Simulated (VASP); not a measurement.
Wanted: the native input for a VASP 6.6.1 run.

```
Task                   : single point
Functional             : PBE
Potentials or basis    : VASP PAW PBE potentials, release 64 (Ta_pv, As)
Cutoff                 : 400 eV
k mesh                 : 3 × 3 × 3
Occupations            : fermi-dirac, width 0.1 eV
Spin                   : no spin polarisation
Dipole correction      : no
Further INCAR settings : ALGO = Normal; EDIFF = 1e-06; NBANDS = 48
```

The structure of Ta5As4 lies in POSCAR:

```
Ta5As4
1.0
    6.0101340000     -0.2013870000      0.0891340000
   -0.4661300000      5.9763100000     -1.0541820000
    0.4033930000      0.9049430000      4.5803600000
Ta As
5 4
Direct
    0.4957046409      0.6098621531      0.4546973528
    0.9377482123      0.8352707152      0.2698220454
    0.1895505859      0.2803173468      0.1457955487
    0.4302740120      0.1100232751      0.6399954397
    0.7446018360      0.3851740384      0.0131518479
    0.5639216346      0.9758076847      0.1297510033
    0.2816182736      0.6912040543      0.9533888404
    0.0568654038      0.5084958925      0.5881076108
    0.9772025937      0.0732284476      0.7209481646
```

These files were run (other wordings do the same):

INCAR

```
SYSTEM = Ta5As4
PREC = Accurate
ENCUT = 400
EDIFF = 1E-6
ISMEAR = -1
SIGMA = 0.1
LREAL = .False.
LASPH = .True.
NELM = 120
ALGO = Normal
ISIF = 2
LWAVE = .False.
LCHARG = .False.
GGA = PE
NBANDS = 48
GGA_COMPAT = .False.
```

KPOINTS

```
Automatic mesh
0
Gamma
  3 3 3
  0 0 0
```

Potentials or basis: VASP PAW PBE potentials, release 64 (Ta_pv, As).

The run is started by

```console
$ cat potpaw_PBE.64/Ta_pv/POTCAR potpaw_PBE.64/As/POTCAR > POTCAR
$ mpirun -np 1 vasp_std > vasp.out
```

It gave:

* Pressure: 0.4 GPa
* Largest force: 2.372 eV/Å
* Band gap on the k mesh: zero (an odd number of electrons rules out a gap without spin polarisation)

Caveat: the k points lie up to 0.45 Å⁻¹ apart, too coarse for converged energies and pressures of a metal; spin-orbit coupling is left out, which moves the levels of the heavy elements.

Wall time 2.4 min on 1 thread of Intel Xeon 8259CL, with other jobs on the host, peak memory 0.24 GiB.
